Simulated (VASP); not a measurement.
Br:

```xyz
4
Lattice="3.3632 -2.3226 0.0000 3.3632 2.3226 0.0000 0.0000 0.0000 8.7023" Properties=species:S:1:pos:R:3 pbc="T T T"
Br    3.3632    0.6266    3.3948
Br    3.3632    1.6959    7.7459
Br    3.3632   -0.6266    5.3075
Br    3.3632   -1.6959    0.9564
```

- Program: VASP 6.6.1
- Task: relaxation of cell and atoms
- Functional: PBEsol
- Dispersion: D3(BJ)
- Potentials or basis: VASP PAW PBE potentials, release 64 (Br)
- Cutoff: 600 eV
- k mesh: 7 × 7 × 3
- Occupations: fermi-dirac, width 0.05 eV
- Spin: no spin polarisation

At the start: pressure -0.7 GPa; volume 33.99 Å³/atom.

Problem. How do energy, volume and symmetry change on relaxing?

Solution. Over 26 steps the energy falls by 91.2 meV/atom and the volume is 27.74 Å³/atom (-18.4 %); space group Cmce (No. 64, to 0.1 Å) before and after.

The path:
```
step  energy change (eV)  largest force (eV/Å)  pressure (GPa)  volume (Å³)
   1              0.0000                0.7452           -0.70       135.95
   2             -0.0849                0.1189           -2.10       133.04
   3             -0.1038                0.3432           -3.04       130.54
   4             -0.1441                0.3209           -2.92       128.14
   5             -0.2476                0.2792           -2.25       121.09
   6             -0.2642                0.5839            1.10       107.72
   7             -0.3005                0.3177           -1.12       114.97
   8             -0.3040                0.3615           -0.68       113.17
   9             -0.3146                0.2580           -0.44       113.19
  10             -0.3231                0.1711            0.09       113.21
  11             -0.3275                0.1533           -0.01       113.32
  12             -0.3376                0.1028           -0.30       113.63
  13             -0.3436                0.0634           -0.81       114.22
  14             -0.3473                0.1043           -0.64       113.75
  15             -0.3520                0.2037           -0.23       112.66
  16             -0.3522                0.2316           -0.12       112.36
  17             -0.3562                0.1888           -0.12       112.05
  18             -0.3636                0.0637           -0.09       111.10
  19             -0.3561                0.1924            0.17       109.19
  20             -0.3646                0.0178           -0.05       110.63
  21             -0.3646                0.0183           -0.05       110.59
  22             -0.3647                0.0124            0.08       110.47
  23             -0.3647                0.0118            0.07       110.48
  24             -0.3648                0.0064            0.06       110.59
  25             -0.3649                0.0101            0.02       110.90
  26             -0.3649                0.0047            0.01       110.98
```

Final structure:
```
Br
1.0
     3.32425   -1.97802    0.00000
     3.32425    1.97802    0.00000
     0.00000    0.00000    8.43895
Br
4
Direct
  0.33958 0.66042 0.37938
  0.16042 0.83958 0.87938
  0.66042 0.33958 0.62062
  0.83958 0.16042 0.12062
```

Caveat: the volume moved by over 15 % at a fixed basis, so the end points are rough; the PAW data sets were made with another functional, which shifts forces and pressure a little.
